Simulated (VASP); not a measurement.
# Si in VASP: a series of runs

The runs below take Si through single point, with PBE.

Everything below comes from runs of VASP 6.6.1. Logs are shortened: lines on timing, memory, paths and dates and some standing lists are left out, and cuts for length are marked.

## Step 1: The cell of the first run

The structure is cubic, space group Fd-3m (No. 227). Conventional cell: a = 5.427 Å, b = 5.427 Å, c = 5.427 Å, α = 90.00°, β = 90.00°, γ = 90.00°. Si (site symmetry -43m) has 4 Si at 2.35 Å within 3.1 Å.

## Step 2: Single point, PBE

File INCAR:

```
SYSTEM = Si
PREC = Accurate ; ENCUT = 500
EDIFF = 1E-6 ; ISMEAR = 0
SIGMA = 0.01 ; LREAL = .False.
LASPH = .True. ; NELM = 120
ALGO = Normal ; ISIF = 2
LWAVE = .False. ; LCHARG = .False.
GGA = PE ; NBANDS = 11
GGA_COMPAT = .False.
```

File KPOINTS:

```
Automatic mesh
0
Gamma
  8 8 8
  0 0 0
```

File POSCAR:

```
Si
1.0
    0.0000000000      2.7135600000      2.7135600000
    2.7135600000      0.0000000000      2.7135600000
    2.7135600000      2.7135600000      0.0000000000
Si
2
Direct
    0.2500000000      0.2500000000      0.2500000000
    1.0000000000      1.0000000000      1.0000000000
```

Potentials or basis: VASP PAW PBE potentials, release 64 (Si).

Launch:

```console
> cat potpaw_PBE.64/Si/POTCAR > POTCAR
> mpirun -np 1 vasp_std > vasp.out
```

OUTCAR:

```text
SYSTEM = Si
   PREC = Accurate
   ENCUT = 500
   EDIFF = 1E-6
   ISMEAR = 0
   LREAL = .False.
   LASPH = .True.
   NELM = 120
   ISIF = 2
   GGA = PE

 ion  position               nearest neighbor table
   1  0.250  0.250  0.250-   2 2.35   2 2.35   2 2.35   2 2.35
   2  0.000  0.000  0.000-   1 2.35   1 2.35   1 2.35   1 2.35

  LATTYP: Found a face centered cubic cell.
 ALAT       =     5.4271200000

  Lattice vectors:

 A1 = (   0.0000000000,   2.7135600000,   2.7135600000)
 A2 = (   2.7135600000,   0.0000000000,   2.7135600000)
 A3 = (   2.7135600000,   2.7135600000,   0.0000000000)

Analysis of symmetry for initial positions (statically):
=====================================================================
 Subroutine PRICEL returns:
 Original cell was already a primitive cell.

 Routine SETGRP: Setting up the symmetry group for a
 face centered cubic supercell.

 Subroutine GETGRP returns: Found 48 space group operations
 (whereof 24 operations were pure point group operations)
 out of a pool of 48 trial point group operations.

The static configuration has the point symmetry T_d .
 The point group associated with its full space group is O_h .

Analysis of symmetry for dynamics (positions and initial velocities):
=====================================================================
 Subroutine PRICEL returns:
 Original cell was already a primitive cell.

 Routine SETGRP: Setting up the symmetry group for a
 face centered cubic supercell.

 Subroutine GETGRP returns: Found 48 space group operations
 (whereof 24 operations were pure point group operations)
 out of a pool of 48 trial point group operations.

The dynamic configuration has the point symmetry T_d .
 The point group associated with its full space group is O_h .

 Subroutine INISYM returns: Found 48 space group operations
 (whereof 24 operations are pure point group operations),
 and found     1 'primitive' translations

----------------------------------------------------------------------------------------

                                     Primitive cell

  volume of cell :      39.9621

  direct lattice vectors                    reciprocal lattice vectors
     0.000000000  2.713560000  2.713560000    -0.184259792  0.184259792  0.184259792
     2.713560000  0.000000000  2.713560000     0.184259792 -0.184259792  0.184259792
     2.713560000  2.713560000  0.000000000     0.184259792  0.184259792 -0.184259792

  length of vectors
     3.837553354  3.837553354  3.837553354     0.319147321  0.319147321  0.319147321
[... 82 lines left out ...]
   LREAL  =      F    real-space projection
[... 7 lines left out ...]
   TEBEG  =    0.0;   TEEND  =   0.0 temperature during run
   PSTRESS=    0.0 pullay stress
   NELECT =       8.0000    total number of electrons
   NUPDOWN=      -1.0000    fix difference up-down
   EMIN   =  10.00;   EMAX   =-10.00  energy-range for DOS
   EFERMI =   0.00;   METHOD = LEGACY
   ISMEAR =     0;   SIGMA  =   0.01  broadening in eV -4-tet -1-fermi 0-gaus
   EFERMI_NEDOS =   21; number of points for ismear=-14 and -15
   IALGO  =     38    algorithm
   IMIX   =      4    mixing-type and parameters
     AMIX     =   0.40;   BMIX     =  1.00
     AMIX_MAG =   1.60;   BMIX_MAG =  1.00
  volume/ion in A,a.u.               =      19.98       134.84
  Fermi-wavevector in a.u.,A,eV,Ry     =   0.957684  1.809760 12.478691  0.917158
  Thomas-Fermi vector in A             =   2.086724
   LORBIT       =      0    0 simple, 1 ext, 2 COOP (PROOUT), +10 PAW based schemes
   GGA     = PE    functional components
   LHFCALC =     F    Hartree Fock is set to
   AEXX    =    0.0000 exact exchange contribution
   IVDW    =     0    specifies the selected vdW correction
   LEPSILON=     F    determine dielectric tensor
   LRPA    =     F    only Hartree local field effects (RPA)
 non-spin polarized calculation
 Gauss-broadening in eV      SIGMA  =   0.01
  energy-cutoff  :      500.00
  volume of cell :       39.96
 maximum number of plane-waves:      1036
   NGX = 13   NGY = 13   NGZ = 13

 number of electron       8.0000001 magnetization

 Free energy of the ion-electron system (eV)
  ---------------------------------------------------
  ext. energy  EPLUGINS =         0.00000000
  ---------------------------------------------------
  free energy    TOTEN  =       -10.83995288 eV

  energy without entropy =      -10.83995288  energy(sigma->0) =      -10.83995288

 E-fermi :   5.8996     XC(G=0):  -9.4162

 val. band max:        5.8472306370   @ k =   0.0000   0.0000   0.0000
 cond. band min:       6.4598864144   @ k =   0.3750   0.3750   0.0000
 fundamental gap:      0.6126557774
 Fermi energy:         5.8996315766

 k-point     1 :       0.0000    0.0000    0.0000
  band No.  band energies     occupation
      1      -6.1240      2.00000
      2       5.8472      2.00000
      3       5.8472      2.00000
      4       5.8472      2.00000
      5       8.4133      0.00000
      6       8.4133      0.00000
      7       8.4133      0.00000
      8       9.2440      0.00000
      9      13.5676      0.00000
     10      13.5676      0.00000
     11      13.8145      0.00000
[... 309 lines left out ...]
 k-point    24 :      -0.3750    0.2500    0.1250
  band No.  band energies     occupation
      1      -3.2481      2.00000
      2      -0.9429      2.00000
      3       2.3948      2.00000
      4       3.6864      2.00000
      5       8.9203      0.00000
      6       8.9777      0.00000
      7      11.7651      0.00000
      8      12.9690      0.00000
      9      13.2539      0.00000
     10      16.4365      0.00000
     11      17.5623      0.00000

 [... further k-points ...]

------------------------ aborting loop because EDIFF is reached ----------------------------------------

  FORCE on cell =-STRESS in cart. coord.  units (eV):
  Direction    XX          YY          ZZ          XY          YZ          ZX
  --------------------------------------------------------------------------------------
  -------------------------------------------------------------------------------------
  Total        0.5352626      0.5352626      0.5352626     -0.0000000     -0.0000000     -0.0000000
  in kB       21.4599745     21.4599745     21.4599745     -0.0000000     -0.0000000     -0.0000000
  external PRESSURE =      21.4599745 kB  Pullay stress =       0.0000000 kB

 VOLUME and BASIS-vectors are now :
 -----------------------------------------------------------------------------
  energy-cutoff  :      500.00
  volume of cell :       39.96
      direct lattice vectors                 reciprocal lattice vectors
     0.000000000  2.713560000  2.713560000    -0.184259792  0.184259792  0.184259792
     2.713560000  0.000000000  2.713560000     0.184259792 -0.184259792  0.184259792
     2.713560000  2.713560000  0.000000000     0.184259792  0.184259792 -0.184259792

 POSITION                                       TOTAL-FORCE (eV/Angst)
 -----------------------------------------------------------------------------------
      1.35678      1.35678      1.35678         0.000000     -0.000000      0.000000
      0.00000      0.00000      0.00000        -0.000000      0.000000     -0.000000
 -----------------------------------------------------------------------------------
    total drift:                                0.000000      0.000000     -0.000000

  FREE ENERGIE OF THE ION-ELECTRON SYSTEM (eV)
  ---------------------------------------------------
  free  energy   TOTEN  =       -10.8399528780 eV

  energy  without entropy=      -10.8399528780  energy(sigma->0) =      -10.83995288
```

OSZICAR:

```text
N       E                     dE             d eps       ncg     rms          rms(c)
DAV:   1     0.665671714661E+01    0.66567E+01   -0.30963E+03   638   0.543E+02
DAV:   2    -0.104721725650E+02   -0.17129E+02   -0.16265E+02   808   0.845E+01
DAV:   3    -0.110174520103E+02   -0.54528E+00   -0.54400E+00   788   0.128E+01
DAV:   4    -0.110219474902E+02   -0.44955E-02   -0.44947E-02   762   0.151E+00
DAV:   5    -0.110219941094E+02   -0.46619E-04   -0.46619E-04   800   0.140E-01    0.490E+00
DAV:   6    -0.108959030580E+02    0.12609E+00   -0.72173E-02   719   0.110E+00    0.299E+00
DAV:   7    -0.108384575491E+02    0.57446E-01   -0.13854E-01   713   0.164E+00    0.186E-01
DAV:   8    -0.108397217601E+02   -0.12642E-02   -0.60101E-03   725   0.419E-01    0.811E-02
DAV:   9    -0.108399273718E+02   -0.20561E-03   -0.19637E-04   778   0.858E-02    0.596E-02
DAV:  10    -0.108399522615E+02   -0.24890E-04   -0.21167E-05   760   0.266E-02    0.550E-03
DAV:  11    -0.108399528780E+02   -0.61657E-06   -0.21142E-06   755   0.753E-03
   1 F= -.10839953E+02 E0= -.10839953E+02  d E =-.392772E-16
```

Run time: 9.6 s. Hardware: 1 thread of Intel Xeon Platinum 8259CL at 2.50GHz (Skylake/Cascade Lake), shared host; peak memory 0.14 GiB.

What came out:

```
Free energy            : -10.8400 eV
Pressure               : 2.1 GPa
Band gap on the k mesh : 0.61 eV (least direct gap 2.57 eV)
```

Levels at points of the mesh, in eV from the valence-band top:
| k point | band 1 | band 2 | band 3 | band 4 | band 5 | band 6 | band 7 | band 8 |
| --- | --- | --- | --- | --- | --- | --- | --- | --- |
| (0.00, 0.00, 0.00) | -11.97 | 0.00 | 0.00 | 0.00 | 2.57 | 2.57 | 2.57 | 3.40 |
| (0.50, 0.00, 0.00) | -9.63 | -6.98 | -1.20 | -1.20 | 1.55 | 3.34 | 3.34 | 7.73 |
| (0.50, 0.50, 0.00) | -7.82 | -7.82 | -2.85 | -2.85 | 0.71 | 0.71 | 10.13 | 10.13 |

## Step 3: Single point, PBE

This run uses another cell than the first one, of 20.38 Å³/atom.

File INCAR:

```
SYSTEM = Si
PREC = Accurate
ENCUT = 500
EDIFF = 1E-6
ISMEAR = 0
SIGMA = 0.01
LREAL = .FALSE.
LASPH = .TRUE.
NELM = 120
ALGO = Normal
ISIF = 2
LWAVE = .FALSE.
LCHARG = .FALSE.
GGA = PE
NBANDS = 11
GGA_COMPAT = .FALSE.
```

File KPOINTS:

```
Automatic mesh
0
G
  8 8 8
  0 0 0
```

File POSCAR:

```
Si
1.0
    0.0000000000      2.7408315901      2.7408315901
    2.7135600000      0.0000000000      2.7408315901
    2.7135600000      2.7408315901      0.0000000000
Si
2
Direct
    0.2500000000      0.2500000000      0.2500000000
    1.0000000000      1.0000000000      1.0000000000
```

Potentials or basis: VASP PAW PBE potentials, release 64 (Si).

Launch:

```console
> cat potpaw_PBE.64/Si/POTCAR > POTCAR
> mpirun -np 1 vasp_std > vasp.out
```

Run time: 22 s. Hardware: 1 thread of Intel Xeon Platinum 8259CL at 2.50GHz (Skylake/Cascade Lake), shared host; peak memory 0.15 GiB.

It converged, with:

* Free energy: -10.8452 eV
* Pressure: 0.3 GPa
* Band gap on the k mesh: 0.54 eV (least direct gap 2.49 eV)

Stress tensor (GPa, compression positive):
```
 0.89  0.00  0.00
 0.00 -0.06  0.00
 0.00  0.00 -0.06
```

Levels at points of the mesh, in eV from the valence-band top:
```
           k point  band 2  band 3  band 4  band 5  band 6  band 7
(0.00, 0.00, 0.00)   -0.07   -0.07    0.00    2.49    2.52    2.52
(0.50, 0.00, 0.00)   -6.93   -1.27   -1.18    1.43    3.26    3.34
(0.50, 0.50, 0.00)   -7.82   -2.82   -2.82    0.73    0.73    9.90
(0.00, 0.50, 0.50)   -7.76   -2.90   -2.90    0.65    0.65    9.91
```
